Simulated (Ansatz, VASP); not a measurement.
SiO2: VASP beside Ansatz

```xyz
9
Lattice="5.2115 0.0000 0.0000 -2.6057 4.5133 0.0000 0.0000 0.0000 5.6242" Properties=species:S:1:pos:R:3 pbc="T T T"
Si   -1.3029    2.2566    1.8747
Si    1.3029    2.2566    3.7495
Si    2.6057    0.0000    0.0000
O     0.9778    3.5734    4.6868
O     2.6057    2.6335    2.8121
O     3.5835    0.9399    0.9374
O     1.6279    0.9399    4.6868
O     0.0000    1.8798    2.8121
O    -0.9778    3.5734    0.9374
```

Change from the starting cell: strain +0.030 along x and y, +0.015 along z, atoms carried along.

Alike in both runs: task single point; functional r2SCAN; k mesh 6 × 6 × 4; occupations gaussian, width 0.05 eV; no spin polarisation.

```csv
,VASP,Ansatz
version,VASP 6.6.1,Ansatz 0.2.0
potentials or method,"VASP PAW PBE potentials, release 64 (Si, O), cutoff 520 eV","scalar-relativistic, plane waves, PAW"
valence electrons in the cell,48,48
```

|  | VASP | Ansatz | Ansatz less VASP |
| --- | --- | --- | --- |
| gap on the k mesh at the Fermi level (eV) | 5.84 | 5.85 | +0.003 |
| least direct gap on the mesh (eV) | 6.05 | 6.05 | +0.001 |
| pressure (GPa) | -12.0 | -12.2 | -0.11 |
| traceless stress, the component that is largest in VASP (GPa) | 0.80 | 0.78 | -0.026 |
| rms of the force components (eV/Å) | 0.262 | 0.257 | -0.0051 |

VASP's potentials were made for PBE, not for r2SCAN. Atom by atom the forces differ by 0.005 eV/Å (rms over components).
